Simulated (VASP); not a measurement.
# HfN (P4/nmm) in VASP: a series of runs

Runs on HfN. Level: PBE. Tasks: single point.

Program: VASP 6.6.1. These are calculated values, not measurements. Logs are shortened: lines on timing, memory, paths and dates and some standing lists are left out, and cuts for length are marked.

## Step 1: The cell of the first run

The structure is tetragonal, space group P4/nmm (No. 129). The conventional cell has a = 3.868 Å, b = 3.868 Å, c = 4.887 Å, α = 90.00°, β = 90.00°, γ = 90.00°. Hf (site symmetry 4mm) has 4 N at 2.11 Å within 2.8 Å. N (site symmetry -4m2) has 4 Hf at 2.11 Å and 4 N at 2.73 Å within 2.8 Å.

## Step 2: Single point, PBE (volume scaled by 1.020)

INCAR reads:

```
ALGO = Normal
EDIFF = 1E-6
ENCUT = 520
GGA = PE
ISIF = 2
ISMEAR = 0
LASPH = True
LCHARG = True
LELF = True
LREAL = False
LVHAR = True
LWAVE = False
NBANDS = 23
NELM = 60
PREC = Accurate
SIGMA = 0.05
```

KPOINTS reads:

```
k-points
0
Gamma
  10 10 8
```

POSCAR reads:

```
HfN
1.0
    3.8678384575      0.0000000000      0.0000000000
    0.0000000000      3.8678384575      0.0000000000
    0.0000000000      0.0000000000      4.8865894574
Hf N
2 2
Direct
    0.5000000000      0.0000000000      0.1740878165
    0.0000000000      0.5000000000      0.8259121835
    0.0000000000      0.0000000000      0.0000000000
    0.5000000000      0.5000000000      0.0000000000
```

Potentials or basis: VASP PAW PBE potentials, release 64 (Hf_pv, N).

Started as:

```
$ cat potpaw_PBE.64/Hf_pv/POTCAR potpaw_PBE.64/N/POTCAR > POTCAR
$ mpirun -np 1 vasp_std > vasp.out
```

OUTCAR:

```text
EDIFF = 1E-6
   ENCUT = 520
   GGA = PE
   ISIF = 2
   ISMEAR = 0
   LASPH = True
   LREAL = False
   NELM = 60
   PREC = Accurate

 ion  position               nearest neighbor table
   1  0.500  0.000  0.174-   3 2.11   4 2.11   4 2.11   3 2.11   2 3.22   2 3.22   2 3.22   2 3.22

   2  0.000  0.500  0.826-   3 2.11   4 2.11   3 2.11   4 2.11   1 3.22   1 3.22   1 3.22   1 3.22

   3  0.000  0.000  0.000-   1 2.11   2 2.11   2 2.11   1 2.11
   4  0.500  0.500  0.000-   1 2.11   2 2.11   1 2.11   2 2.11

  LATTYP: Found a simple tetragonal cell.
 ALAT       =     3.8678384575
 C/A-ratio  =     1.2633902659

  Lattice vectors:

 A1 = (   3.8678384575,   0.0000000000,   0.0000000000)
 A2 = (   0.0000000000,   3.8678384575,   0.0000000000)
 A3 = (   0.0000000000,   0.0000000000,   4.8865894574)

Analysis of symmetry for initial positions (statically):
=====================================================================
 Subroutine PRICEL returns:
 Original cell was already a primitive cell.

 Routine SETGRP: Setting up the symmetry group for a
 simple tetragonal supercell.

 Subroutine GETGRP returns: Found 16 space group operations
 (whereof  8 operations were pure point group operations)
 out of a pool of 16 trial point group operations.

The static configuration has the point symmetry D_2d.
 The point group associated with its full space group is D_4h.

Analysis of symmetry for dynamics (positions and initial velocities):
=====================================================================
 Subroutine PRICEL returns:
 Original cell was already a primitive cell.

 Routine SETGRP: Setting up the symmetry group for a
 simple tetragonal supercell.

 Subroutine GETGRP returns: Found 16 space group operations
 (whereof  8 operations were pure point group operations)
 out of a pool of 16 trial point group operations.

The dynamic configuration has the point symmetry D_2d.
 The point group associated with its full space group is D_4h.

 Subroutine INISYM returns: Found 16 space group operations
 (whereof  8 operations are pure point group operations),
 and found     1 'primitive' translations

----------------------------------------------------------------------------------------

                                     Primitive cell

  volume of cell :      73.1042

  direct lattice vectors                    reciprocal lattice vectors
     3.867838457  0.000000000  0.000000000     0.258542339  0.000000000  0.000000000
     0.000000000  3.867838457  0.000000000     0.000000000  0.258542339  0.000000000
     0.000000000  0.000000000  4.886589457     0.000000000  0.000000000  0.204641705

  length of vectors
     3.867838457  3.867838457  4.886589457     0.258542339  0.258542339  0.204641705

  position of ions in fractional coordinates (direct lattice)
     0.500000000  0.000000000  0.174087816
     0.000000000  0.500000000  0.825912184
     0.000000000  0.000000000  0.000000000
     0.500000000  0.500000000  0.000000000

  ion indices of the primitive-cell ions
   primitive index   ion index
                 1           1
                 2           2
                 3           3
                 4           4

----------------------------------------------------------------------------------------

 KPOINTS: k-points

Automatic generation of k-mesh.
 Grid dimensions read from file:
 generate k-points for:   10   10    8

 Generating k-lattice:

  Cartesian coordinates                     Fractional coordinates (reciprocal lattice)
     0.025854234  0.000000000  0.000000000     0.100000000  0.000000000  0.000000000
     0.000000000  0.025854234  0.000000000     0.000000000  0.100000000  0.000000000
     0.000000000  0.000000000  0.025580213     0.000000000  0.000000000  0.125000000

  Length of vectors
     0.025854234  0.025854234  0.025580213

  Shift w.r.t. Gamma in fractional coordinates (k-lattice)
     0.000000000  0.000000000  0.000000000

 Subroutine IBZKPT returns following result:
 ===========================================

 Found    105 irreducible k-points:

 Following reciprocal coordinates:
            Coordinates               Weight
  0.000000  0.000000  0.000000      1.000000
  0.100000  0.000000  0.000000      4.000000
  0.200000  0.000000  0.000000      4.000000
  0.300000  0.000000  0.000000      4.000000
  0.400000  0.000000  0.000000      4.000000
  0.500000  0.000000  0.000000      2.000000
[... 16 lines left out ...]
  0.100000  0.000000  0.125000      8.000000
  0.200000  0.000000  0.125000      8.000000
 [... further k-points ...]
   k-points           NKPTS =    105   k-points in BZ     NKDIM =    105   number of bands    NBANDS=     23
   number of dos      NEDOS =    301   number of ions     NIONS =      4
   total plane-waves  NPLWV =  32400
   dimension x,y,z NGX =    30 NGY =   30 NGZ =   36
   dimension x,y,z NGXF=    60 NGYF=   60 NGZF=   72
   ions per type =               2   2
   NGX,Y,Z   is equivalent  to a cutoff of  12.89, 12.89, 12.25 a.u.
   NGXF,Y,Z  is equivalent  to a cutoff of  25.79, 25.79, 24.50 a.u.
 SYSTEM =  unknown system
   PREC   = accura    normal or accurate (medium, high low for compatibility)
   ISTART =      0    job   : 0-new  1-cont  2-samecut
   ICHARG =      2    charge: 1-file 2-atom 10-const
   ISPIN  =      1    spin polarized calculation?
   LNONCOLLINEAR =      F non collinear calculations
   LSORBIT =      F    spin-orbit coupling
   LASPH  =      T    aspherical Exc in radial PAW
   ENCUT  =  520.0 eV  38.22 Ry    6.18 a.u.   7.19  7.19  9.09*2*pi/ulx,y,z
   NELM   =     60;   NELMIN=  2; NELMDL= -5     # of ELM steps
   EDIFF  = 0.1E-05   stopping-criterion for ELM
   LREAL  =      F    real-space projection
   EDIFFG = 0.1E-04   stopping-criterion for IOM
   NSW    =      0    number of steps for IOM
   IBRION =     -1    ionic relax: 0-MD 1-quasi-New 2-CG
   NFREE  =      0    steps in history (QN), initial steepest desc. (CG)
   ISIF   =      2    stress and relaxation
   ISYM   =      2    0-nonsym 1-usesym 2-fastsym
   POTIM  = 0.5000    time-step for ionic-motion
   TEBEG  =    0.0;   TEEND  =   0.0 temperature during run
   PSTRESS=    0.0 pullay stress
   NELECT =      30.0000    total number of electrons
   NUPDOWN=      -1.0000    fix difference up-down
   EMIN   =  10.00;   EMAX   =-10.00  energy-range for DOS
   EFERMI =   0.00;   METHOD = LEGACY
   ISMEAR =     0;   SIGMA  =   0.05  broadening in eV -4-tet -1-fermi 0-gaus
   EFERMI_NEDOS =   21; number of points for ismear=-14 and -15
   IALGO  =     38    algorithm
   IMIX   =      4    mixing-type and parameters
     AMIX     =   0.40;   BMIX     =  1.00
     AMIX_MAG =   1.60;   BMIX_MAG =  1.00
  volume/ion in A,a.u.               =      18.28       123.33
  Fermi-wavevector in a.u.,A,eV,Ry     =   1.216562  2.298970 20.136952  1.480024
  Thomas-Fermi vector in A             =   2.351912
   LORBIT       =      0    0 simple, 1 ext, 2 COOP (PROOUT), +10 PAW based schemes
   GGA     = PE    functional components
   LHFCALC =     F    Hartree Fock is set to
   AEXX    =    0.0000 exact exchange contribution
   IVDW    =     0    specifies the selected vdW correction
   LEPSILON=     F    determine dielectric tensor
   LRPA    =     F    only Hartree local field effects (RPA)
 non-spin polarized calculation
 Gauss-broadening in eV      SIGMA  =   0.05
  energy-cutoff  :      520.00
  volume of cell :       73.10
 maximum number of plane-waves:      2000
 NGX is ok and might be reduce to    30
   NGX = 15   NGY = 15   NGZ = 19

 number of electron      30.0000001 magnetization

 Free energy of the ion-electron system (eV)
  ---------------------------------------------------
  ext. energy  EPLUGINS =         0.00000000
  ---------------------------------------------------
  free energy    TOTEN  =       -41.22553967 eV

  energy without entropy =      -41.22365866  energy(sigma->0) =      -41.22459917

 E-fermi :   3.8352     XC(G=0): -10.0453

 val. band max:        3.8251905706   @ k =   0.4000   0.2000   0.0000
 cond. band min:       3.8623509899   @ k =   0.4000   0.1000   0.2500
 fundamental gap:      0.0371604194
 Fermi energy:         3.8352398589

 k-point     1 :       0.0000    0.0000    0.0000
  band No.  band energies     occupation
      1     -27.7993      2.00000
      2     -27.7009      2.00000
      3     -27.7009      2.00000
      4     -27.5431      2.00000
      5     -27.4326      2.00000
      6     -27.4326      2.00000
[... 15 lines left out ...]
     22       8.7742      0.00000
     23       9.1658      0.00000

 k-point     2 :       0.1000    0.0000    0.0000
  band No.  band energies     occupation
      1     -27.8021      2.00000
      2     -27.7187      2.00000
      3     -27.6939      2.00000
      4     -27.5349      2.00000
      5     -27.4404      2.00000
      6     -27.4386      2.00000
[... 15 lines left out ...]
     22       8.7495      0.00000
     23       9.0212      0.00000

 k-point     3 :       0.2000    0.0000    0.0000
  band No.  band energies     occupation
      1     -27.8110      2.00000
      2     -27.7588      2.00000
      3     -27.6736      2.00000
      4     -27.5200      2.00000
      5     -27.4591      2.00000
      6     -27.4564      2.00000
[... 15 lines left out ...]
     22       8.6114      0.00000
     23       9.1619      0.00000

 k-point     4 :       0.3000    0.0000    0.0000
  band No.  band energies     occupation
      1     -27.8252      2.00000
      2     -27.8009      2.00000
      3     -27.6424      2.00000
      4     -27.5085      2.00000
      5     -27.4845      2.00000
      6     -27.4786      2.00000
[... 15 lines left out ...]
     22       8.9927      0.00000
     23       9.1682      0.00000

 k-point     5 :       0.4000    0.0000    0.0000
  band No.  band energies     occupation
      1     -27.8394      2.00000
      2     -27.8316      2.00000
      3     -27.6037      2.00000
      4     -27.5207      2.00000
      5     -27.5021      2.00000
      6     -27.4917      2.00000
[... 434 lines left out ...]
 k-point    22 :       0.0000    0.0000    0.1250
  band No.  band energies     occupation
      1     -27.7973      2.00000
      2     -27.7002      2.00000
      3     -27.7002      2.00000
      4     -27.5460      2.00000
      5     -27.4333      2.00000
      6     -27.4333      2.00000
[... 15 lines left out ...]
     22       8.9326      0.00000
     23       9.2239      0.00000

 k-point    23 :       0.1000    0.0000    0.1250
  band No.  band energies     occupation
      1     -27.8006      2.00000
      2     -27.7185      2.00000
      3     -27.6932      2.00000
      4     -27.5373      2.00000
      5     -27.4407      2.00000
      6     -27.4393      2.00000
[... 15 lines left out ...]
     22       8.8334      0.00000
     23       9.1616      0.00000

 k-point    24 :       0.2000    0.0000    0.1250
  band No.  band energies     occupation
      1     -27.8106      2.00000
      2     -27.7592      2.00000
      3     -27.6730      2.00000
      4     -27.5213      2.00000
      5     -27.4584      2.00000
      6     -27.4570      2.00000
[... 15 lines left out ...]
     22       8.5049      0.00000
     23       9.2272      0.00000

 [... further k-points ...]
[... 5 lines left out ...]
  --------------------------------------------------------------------------------------
  -------------------------------------------------------------------------------------
  Total       -1.2833836     -1.2833836     -0.8552002      0.0000000      0.0000000      0.0000000
  in kB      -28.1270738    -28.1270738    -18.7428608      0.0000000      0.0000000      0.0000000
  external PRESSURE =     -24.9990028 kB  Pullay stress =       0.0000000 kB

 VOLUME and BASIS-vectors are now :
 -----------------------------------------------------------------------------
  energy-cutoff  :      520.00
  volume of cell :       73.10
      direct lattice vectors                 reciprocal lattice vectors
     3.867838457  0.000000000  0.000000000     0.258542339  0.000000000  0.000000000
     0.000000000  3.867838457  0.000000000     0.000000000  0.258542339  0.000000000
     0.000000000  0.000000000  4.886589457     0.000000000  0.000000000  0.204641705

 POSITION                                       TOTAL-FORCE (eV/Angst)
 -----------------------------------------------------------------------------------
      1.93392      0.00000      0.85070        -0.000000     -0.000000     -0.177840
      0.00000      1.93392      4.03589         0.000000      0.000000      0.177840
      0.00000      0.00000      0.00000         0.000000     -0.000000      0.000000
      1.93392      1.93392      0.00000         0.000000      0.000000      0.000000
 -----------------------------------------------------------------------------------
    total drift:                                0.000000      0.000000      0.000000

  FREE ENERGIE OF THE ION-ELECTRON SYSTEM (eV)
  ---------------------------------------------------
  free  energy   TOTEN  =       -41.2255396733 eV

  energy  without entropy=      -41.2236586617  energy(sigma->0) =      -41.22459917
```

Wall time 2.2 min (1 thread of Intel Xeon Platinum 8259CL at 2.50GHz (Skylake/Cascade Lake), shared host); peak memory 0.28 GiB.

Results:

- Free energy: -41.2255 eV
- Pressure: -2.5 GPa
- Largest force: 0.178 eV/Å
- Band gap on the k mesh: zero (band 15 reaches 4.90 eV, above the bottom of band 16 at 2.70 eV)

Forces in eV/Å, atoms in the order of the input:
```
Hf   0.000  0.000 -0.178
Hf   0.000  0.000  0.178
N    0.000  0.000  0.000
N    0.000  0.000  0.000
```

Caveat: spin-orbit coupling is left out, which moves the levels of the heavy elements.

(Continued in part 2 of 2.)
